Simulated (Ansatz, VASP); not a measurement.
## SiO2: VASP beside Ansatz

File POSCAR:

```
SiO2
1.0
   -0.0938886735      2.2042429805      2.2042429805
    2.2042429805     -0.0938886735      2.2042429805
    2.2042429805      2.2042429805     -0.0938886735
Si O
1 2
Direct
    0.0000000000      0.0000000000      0.0000000000
    0.2492576383      0.2492576383      0.2492576383
    0.7507423617      0.7507423617      0.7507423617
```

Contents of INCAR.step1:

```
  PREC = Accurate
  ENCUT = 520
  EDIFF = 1E-5
  ISMEAR = 0
  SIGMA = 0.01
  LREAL = False
  LASPH = True
  NELM = 100
  ALGO = Normal
  ISIF = 2
  LWAVE = True
  LCHARG = False
  NBANDS = 15
  GGA = PE
```

INCAR.step2

```
  PREC = Accurate
  ENCUT = 520
  EDIFF = 1E-6
  ISMEAR = 0
  SIGMA = 0.01
  LREAL = False
  LASPH = True
  NELM = 100
  ALGO = Normal
  ISIF = 2
  LWAVE = False
  LCHARG = False
  GGA = PE
  LHFCALC = True
  HFSCREEN = 0.2079
  PRECFOCK = Normal
  NBANDS = 15
  ISTART = 1
```

The input KPOINTS:

```
Automatic mesh
0
Gamma
  6 6 6
```

Input for Ansatz:

```yaml
crystal:
  lattice:
    - [-0.0938886735, 2.2042429805, 2.2042429805]
    - [2.2042429805, -0.0938886735, 2.2042429805]
    - [2.2042429805, 2.2042429805, -0.0938886735]
  atoms:
    - { symbol: Si, position: [0.0, 0.0, 0.0] }
    - { symbol: O, position: [0.2492576383, 0.2492576383, 0.2492576383] }
    - { symbol: O, position: [0.7507423617, 0.7507423617, 0.7507423617] }
kpoints:
  mp_grid: { grid: [6, 6, 6] }
  band_path:
    path:
      - [0.0, 0.0, 0.0]
      - [0.5, 0.0, 0.5]
      - [0.625, 0.25, 0.625]
      - [0.375, 0.375, 0.75]
      - [0.5, 0.5, 0.5]
      - [0.5, 0.25, 0.75]
    npoints: 1
hamiltonian:
  xc: hse06
scf:
  occupations: { method: fixed }
  n_extra_bands: 4
output:
  forces: true
  stress: true
  eigenvalues: true
```

Change from the starting cell: epitaxial_111 strain +1.5%.

Alike in both runs: task single point; functional HSE06; k mesh 6 × 6 × 6; no spin polarisation.

```csv
,VASP,Ansatz
version,VASP 6.6.1,Ansatz 0.2.0
potentials or method,"VASP PAW PBE potentials, release 64 (Si, O)","plane waves, PAW"
plane-wave cutoff (eV),520,420
occupations,"gaussian, width 0.01 eV",fixed
valence electrons in the cell,16,16
```

Ansatz gave:

* gap on the k mesh at the Fermi level (eV): 3.77
* pressure (GPa): 2.6
* traceless stress, the component that is largest in VASP (GPa): -3.81
* rms of the force components (eV/Å): 0.018

Q: What did VASP give for the same quantities?

A: gap on the k mesh at the Fermi level (eV): 3.74; pressure (GPa): 2.9; traceless stress, the component that is largest in VASP (GPa): -3.74; rms of the force components (eV/Å): 0.017.

Atom by atom the forces differ by 0.001 eV/Å (rms over components). Ansatz's warnings: stress exchange threshold loose, stress scf threshold loose.
